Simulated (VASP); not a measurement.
Write the native input for VASP 6.6.1 that does the following.

- Task: single point
- Functional: PBEsol
- Potentials or basis: VASP PAW PBE potentials, release 64 (Te)
- Cutoff: 520 eV
- k mesh: 9 × 9 × 6
- Occupations: fermi-dirac, width 0.1 eV
- Spin: no spin polarisation
- Dipole correction: no
- Further INCAR settings: ALGO = Normal; EDIFF = 1e-07; NBANDS = 16

The structure of Te lies in POSCAR:

```
Te
1.0
    4.4540000000      0.0000000000      0.0000000000
   -2.2270000000      3.8572771485      0.0000000000
    0.0000000000      0.0000000000      5.9240000000
Te
3
Direct
    0.7310000000      0.7310000000      0.0016880486
    0.0000000000      0.2690000000      0.6666666667
    0.2690000000      0.0000000000      0.3333333333
```

These files were run (other wordings do the same):

INCAR

```
ALGO = Normal
EDIFF = 1E-7
ENCUT = 520
GGA = PS
ISIF = 2
ISMEAR = -1
LASPH = T
LCHARG = F
LREAL = F
LWAVE = F
NBANDS = 16
NELM = 100
PREC = Accurate
SIGMA = 0.1
```

KPOINTS

```
k-points
0
Gamma
  9 9 6
```

Potentials or basis: VASP PAW PBE potentials, release 64 (Te).

Command:

```bash
$ cat potpaw_PBE.64/Te/POTCAR > POTCAR
$ mpirun -np 1 vasp_std > vasp.out
```

It gave:

```yaml
Pressure: -0.9 GPa
Largest_force: 0.144 eV/Å
Band_gap_on_the_k_mesh: 0.13 eV
```

Caveat: the PAW data sets were made with another functional, which shifts forces and pressure a little; spin-orbit coupling is left out, which moves the levels of the heavy elements.

Run time: 7.2 min on 1 thread of Intel(R) Xeon(R) Platinum 8375C CPU @ 2.90GHz (Ice Lake), with other jobs on the host, peak memory 0.45 GiB.
